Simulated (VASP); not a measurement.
Wanted: the native input for a VASP 6.6.1 run.

```yaml
Task: single point
Functional: PBE
Potentials_or_basis: VASP PAW PBE potentials, release 64 (Si, C)
Cutoff: 520 eV
k_mesh: 10 × 10 × 3
Occupations: gaussian, width 0.05 eV
Spin: no spin polarisation
Dipole_correction: no
Further_INCAR_settings: ALGO = Normal; EDIFF = 1e-06; NBANDS = 26
```

The structure of SiC lies in POSCAR:

```
SiC
1.0
   -3.0917664073      0.0000000000      0.0000000000
    1.5458832036     -2.6775482513      0.0000000000
   -1.9325085929      1.1157343563     10.1480423548
Si C
4 4
Direct
    0.2891232299      0.7108767701      0.9060317656
    0.4974732299      0.5025267701      0.4060317656
    0.2683148966      0.7316851034      0.1560317656
    0.0599648966      0.9400351034      0.6560317656
    0.6275101034      0.3724898966      0.0939682344
    0.4191601034      0.5808398966      0.5939682344
    0.1900017701      0.8099982299      0.3439682344
   -0.0183482299      1.0183482299      0.8439682344
```

This cell differs from its parent crystal: the part above a cut slid along it.

One way to write it, as run:

INCAR

```
PREC = Accurate
ENCUT = 520
EDIFF = 1E-6
ISMEAR = 0
SIGMA = 0.05
LREAL = False
LASPH = True
NELM = 80
ALGO = Normal
ISIF = 2
LWAVE = False
LCHARG = False
GGA = PE
NBANDS = 26
```

KPOINTS

```
regular mesh
0
Gamma
  10 10 3
```

Potentials or basis: VASP PAW PBE potentials, release 64 (Si, C).

Run with:

```console
$ cat potpaw_PBE.64/Si/POTCAR potpaw_PBE.64/C/POTCAR > POTCAR
$ mpirun -np 1 vasp_std > vasp.out
```

It gave:

```
Pressure               : -2.1 GPa
Largest force          : 0.710 eV/Å
Band gap on the k mesh : 0.43 eV (least direct gap 1.13 eV)
```

Caveat: the cell differs from its parent crystal (the part above a cut slid along it); the stress differs along the axes, from -6 to 3 GPa; semilocal functionals underestimate gaps, and a narrow one can read as zero.

Wall time 98 s on 1 thread of Intel(R) Xeon(R) 6975P-C (Granite Rapids), on a shared host, peak memory 0.28 GiB.
